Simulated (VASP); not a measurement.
# Al2Cu (Khatyrkite) (I4/mcm) in VASP: further runs, part 2 of 2

VASP 6.6.1.

## Step 4: Single point, PBEsol (volume scaled by 0.98)

Contents of INCAR:

```
PREC = Accurate ; ENCUT = 520
EDIFF = 1E-6 ; ISMEAR = -1
SIGMA = 0.05 ; LREAL = F
LASPH = T ; NELM = 60
ALGO = Normal ; ISIF = 2
LWAVE = F ; LCHARG = F
GGA = PS ; NBANDS = 26
```

Contents of KPOINTS:

```
Automatic mesh
0
Gamma
  7 7 7
```

Contents of POSCAR:

```
Al2Cu
1.0
   -3.0131403261      3.0131403261      2.4221337351
    3.0131403261     -3.0131403261      2.4221337351
    3.0131403261      3.0131403261     -2.4221337351
Cu Al
2 4
Direct
    0.2500000000      0.2500000000      0.0000000000
    0.7500000000      0.7500000000      0.0000000000
    0.3419000000      0.1581000000      0.5000000000
    0.8419000000      0.3419000000      0.1838000000
    0.6581000000      0.8419000000      0.5000000000
    0.1581000000      0.6581000000      0.8162000000
```

Potentials or basis: VASP PAW PBE potentials, release 64 (Cu, Al).

Started as:

```sh
cat potpaw_PBE.64/Cu/POTCAR potpaw_PBE.64/Al/POTCAR > POTCAR
mpirun -np 1 vasp_std > vasp.out
```

OUTCAR:

```text
PREC = Accurate
   ENCUT = 520
   EDIFF = 1E-6
   ISMEAR = -1
   LREAL = F
   LASPH = T
   NELM = 60
   ISIF = 2
   GGA = PS

 ion  position               nearest neighbor table
   1  0.250  0.250  0.000-   2 2.42   2 2.42   6 2.57   4 2.57   6 2.57   4 2.57   3 2.57   5 2.57
                             5 2.57   3 2.57
   2  0.750  0.750  0.000-   1 2.42   1 2.42   6 2.57   4 2.57   6 2.57   4 2.57   5 2.57   3 2.57
                             5 2.57   3 2.57
   3  0.342  0.158  0.500-   2 2.57   1 2.57   1 2.57   2 2.57   5 2.69   5 2.88   5 2.88   6 3.08
                             4 3.08   6 3.08   4 3.08   6 3.21   4 3.21   4 3.21   6 3.21
   4  0.842  0.342  0.184-   1 2.57   2 2.57   2 2.57   1 2.57   6 2.69   6 2.88   6 2.88   3 3.08
                             5 3.08   3 3.08   5 3.08   3 3.21   5 3.21   3 3.21   5 3.21
   5  0.658  0.842  0.500-   1 2.57   2 2.57   2 2.57   1 2.57   3 2.69   3 2.88   3 2.88   6 3.08
                             4 3.08   6 3.08   4 3.08   6 3.21   4 3.21   6 3.21   4 3.21
   6  0.158  0.658  0.816-   1 2.57   2 2.57   2 2.57   1 2.57   4 2.69   4 2.88   4 2.88   3 3.08
                             5 3.08   5 3.08   3 3.08   3 3.21   5 3.21   3 3.21   5 3.21

  LATTYP: Found a body centered tetragonal cell.
 ALAT       =     6.0262806522
 C/A-ratio  =     0.8038569310

  Lattice vectors:

[... 190 lines left out ...]
 cond. band min:       8.1568363298   @ k =  -0.2857  -0.4286   0.2857
 fundamental gap:      0.0646993052
 Fermi energy:         8.1494124396

 k-point     1 :       0.0000    0.0000    0.0000
  band No.  band energies     occupation
      1      -2.7973      2.00000
      2       2.6823      2.00000
      3       2.8839      2.00000
      4       2.8839      2.00000
      5       2.8929      2.00000
      6       3.8047      2.00000
[... 685 lines left out ...]
     25      14.1522      0.00000
     26      14.3745      0.00000

 [... further k-points ...]
[... 5 lines left out ...]
  --------------------------------------------------------------------------------------
  -------------------------------------------------------------------------------------
  Total       -0.7468290     -0.7468290     -0.5796223      0.0000000      0.0000000      0.0000000
  in kB      -13.6030081    -13.6030081    -10.5574448      0.0000000      0.0000000      0.0000000
  external PRESSURE =     -12.5878203 kB  Pullay stress =       0.0000000 kB

 VOLUME and BASIS-vectors are now :
 -----------------------------------------------------------------------------
  energy-cutoff  :      520.00
  volume of cell :       87.96
      direct lattice vectors                 reciprocal lattice vectors
    -3.013140326  3.013140326  2.422133735     0.000000000  0.165939832  0.206429560
     3.013140326 -3.013140326  2.422133735     0.165939832  0.000000000  0.206429560
     3.013140326  3.013140326 -2.422133735     0.165939832  0.165939832  0.000000000

 POSITION                                       TOTAL-FORCE (eV/Angst)
 -----------------------------------------------------------------------------------
      0.00000      0.00000      1.21107        -0.000000      0.000000     -0.000000
      0.00000      0.00000      3.63320         0.000000      0.000000     -0.000000
      0.95275      2.06039      0.00000         0.039744     -0.039744      0.000000
     -0.95275      2.06039      2.42213        -0.039744     -0.039744      0.000000
      2.06039      0.95275      2.42213        -0.039744      0.039744      0.000000
      3.96590      0.95275     -0.00000         0.039744      0.039744     -0.000000
 -----------------------------------------------------------------------------------
    total drift:                                0.000000      0.000000      0.000000

  FREE ENERGIE OF THE ION-ELECTRON SYSTEM (eV)
  ---------------------------------------------------
  free  energy   TOTEN  =       -26.0150662649 eV

  energy  without entropy=      -26.0056854248  energy(sigma->0) =      -26.01037584
```

OSZICAR:

```text
N       E                     dE             d eps       ncg     rms          rms(c)
DAV:   1     0.183292278367E+03    0.18329E+03   -0.13783E+04  2080   0.146E+03
DAV:   2    -0.193516356134E+02   -0.20264E+03   -0.19031E+03  2084   0.286E+02
DAV:   3    -0.309080778187E+02   -0.11556E+02   -0.10911E+02  2726   0.887E+01
DAV:   4    -0.312466959671E+02   -0.33862E+00   -0.33675E+00  3134   0.132E+01
DAV:   5    -0.312527395773E+02   -0.60436E-02   -0.60426E-02  3126   0.165E+00    0.227E+01
DAV:   6    -0.375161400637E+02   -0.62634E+01   -0.11966E+02  2520   0.293E+02    0.192E+01
DAV:   7    -0.266721484005E+02    0.10844E+02   -0.32813E+01  2568   0.110E+02    0.501E+00
DAV:   8    -0.260328655913E+02    0.63928E+00   -0.32853E+00  3234   0.393E+01    0.109E+00
DAV:   9    -0.260159876537E+02    0.16878E-01   -0.23400E-01  2416   0.349E+00    0.322E-01
DAV:  10    -0.260206863831E+02   -0.46987E-02   -0.26446E-02  3438   0.369E+00    0.628E-01
DAV:  11    -0.260175901500E+02    0.30962E-02   -0.33386E-03  3330   0.122E+00    0.380E-01
DAV:  12    -0.260150175629E+02    0.25726E-02   -0.90265E-03  3104   0.254E+00    0.442E-02
DAV:  13    -0.260150723254E+02   -0.54762E-04   -0.71753E-04  2658   0.220E-01    0.329E-02
DAV:  14    -0.260150699288E+02    0.23966E-05   -0.18665E-05  3110   0.400E-02    0.176E-02
DAV:  15    -0.260150663051E+02    0.36236E-05   -0.13478E-05  2950   0.100E-01    0.414E-03
DAV:  16    -0.260150662649E+02    0.40202E-07   -0.77763E-07  1244   0.138E-02
   1 F= -.26015066E+02 E0= -.26010376E+02  d E =-.938084E-02
```

stdout:

```text
POSCAR found type information on POSCAR CuAl
 POSCAR found :  2 types and       6 ions
 scaLAPACK will be used
 -----------------------------------------------------------------------------
|                                                                             |
|                                                                             |
|     You enforced a specific xc type in the INCAR file but a different       |
|     I HOPE YOU KNOW WHAT YOU ARE DOING!                                     |
|                                                                             |
 -----------------------------------------------------------------------------

 LDA part: xc-table for (Slater+PW92), standard interpolation
 POSCAR, INCAR and KPOINTS ok, starting setup
 FFT: planning ... GRIDC
 FFT: planning ... GRID_SOFT
 FFT: planning ... GRID
 WAVECAR not read
 entering main loop
```

It took 87 s on 1 thread of Intel Xeon Platinum 8559C (Emerald Rapids), shared host; peak memory 0.23 GiB.

What came out:

```yaml
Free_energy: -26.0151 eV
Pressure: -1.3 GPa
Largest_force: 0.056 eV/Å
Band_gap_on_the_k_mesh: zero (band 17 reaches 10.14 eV, above the bottom of band 18 at 6.43 eV)
```

Forces on the atoms (eV/Å):
```
Cu   0.000  0.000  0.000
Cu   0.000  0.000  0.000
Al   0.040 -0.040  0.000
Al  -0.040 -0.040  0.000
Al  -0.040  0.040  0.000
Al   0.040  0.040  0.000
```

Stress tensor (GPa, compression positive):
```
-1.36  0.00  0.00
 0.00 -1.36  0.00
 0.00  0.00 -1.06
```

Levels at points of the mesh, in eV from the Fermi level:
```
           k point  band 13  band 14  band 15  band 16  band 17  band 18  band 19  band 20  band 21  band 22
(0.00, 0.00, 0.00)    -3.05    -2.10    -1.46    -1.29    -1.29    -0.93    -0.38    -0.06     1.40     1.40
```

Caveat: the PAW data sets were made with another functional, which shifts forces and pressure a little.

## Step 5: Overview

| cell | gap on the mesh (eV) | pressure (GPa) | largest force (eV/Å) |
| --- | --- | --- | --- |
| a = 4.834 Å, angles 104.1, 104.1, 120.8°, 6 atoms | none | 3.5 | 0.03 |
| a = 4.868 Å, angles 104.1, 104.1, 120.8°, 6 atoms | none | 1.0 | 0.05 |
| a = 4.902 Å, angles 104.1, 104.1, 120.8°, 6 atoms | none | -1.3 | 0.06 |

Alike in all rows: task single point; level PBEsol; potentials or basis VASP PAW PBE potentials, release 64 (Cu, Al); no spin polarisation; k mesh 7 × 7 × 7; cutoff (eV) 520; smearing fermi-dirac 0.05 eV.

Caveats: the PAW data sets were made with another functional, which shifts forces and pressure a little.

Total energies depend on the potentials used, so only differences within one code and one set of settings carry meaning.
